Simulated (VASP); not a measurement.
Input of a VASP 6.6.1 run:

Contents of INCAR:

```
SYSTEM = Mg5Sc
ALGO = Normal ; EDIFF = 1E-7
ENCUT = 520 ; GGA = PS
ISIF = 2 ; ISMEAR = -1
LASPH = .TRUE. ; LCHARG = .FALSE.
LREAL = .FALSE. ; LWAVE = .FALSE.
NBANDS = 20 ; NELM = 60
PREC = Accurate ; SIGMA = 0.1
```

File KPOINTS:

```
k-points
0
G
  5 5 5
  0 0 0
```

The input POSCAR:

```
Mg5Sc
1.0
    5.5345919739      0.0000000000      0.0000000000
   -2.7672964836      4.7930972255      0.0000000000
    0.0000000000      0.0000000000      5.0716301889
Mg Sc
5 1
Direct
    0.0000000000      0.6575430000      0.0000000000
    0.3333333333      0.6666666667      0.5000000000
    0.6575430000      0.0000000000      0.0000000000
    0.6666666667      0.3333333333      0.5000000000
    0.3424570000      0.3424570000      0.0000000000
    0.0000000000      0.0000000000      0.5000000000
```

Potentials or basis: VASP PAW PBE potentials, release 64 (Mg, Sc_sv).

The run is started by

```console
$ cat potpaw_PBE.64/Mg/POTCAR potpaw_PBE.64/Sc_sv/POTCAR > POTCAR
$ mpirun -np 1 vasp_std > vasp.out
```

(1) Estimate the pressure.

(2) Predict the largest force.

Results:

(1) 0.4 GPa.

(2) 0.029 eV/Å.

Caveat: the PAW data sets were made with another functional, which shifts forces and pressure a little.
